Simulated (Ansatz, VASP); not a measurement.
One calculation of ZrB2, two programs

```xyz
3
Lattice="3.1965 0.0000 0.0000 -1.5983 2.7683 0.0000 0.0000 0.0000 3.3506" Properties=species:S:1:pos:R:3 pbc="T T T"
Zr    0.0000    0.0000    0.0000
B     0.0000    1.8455    1.6753
B     1.5983    0.9228    1.6753
```

Alike in both runs: task single point; functional LDA; k mesh 18 × 18 × 12; occupations gaussian, width 0.15 eV; no spin polarisation.

|  | VASP | Ansatz |
| --- | --- | --- |
| version | VASP 6.6.1 | Ansatz 0.2.0 |
| potentials or method | VASP PAW LDA potentials, release 64 (Zr_sv, B), cutoff 520 eV | scalar-relativistic, plane waves, PAW |
| valence electrons in the cell | 18 | 18 |

```csv
,VASP,Ansatz,Ansatz less VASP
gap on the k mesh at the Fermi level (eV),none,none,-
pressure (GPa),0.1,-0.4,-0.55
"traceless stress, the component that is largest in VASP (GPa)",14.00,13.97,-0.029
```

LDA's correlation is that of Perdew and Zunger in VASP and of Perdew and Wang (1992) in Ansatz. A gap of «none» marks a metal or a gap that the smearing closes.
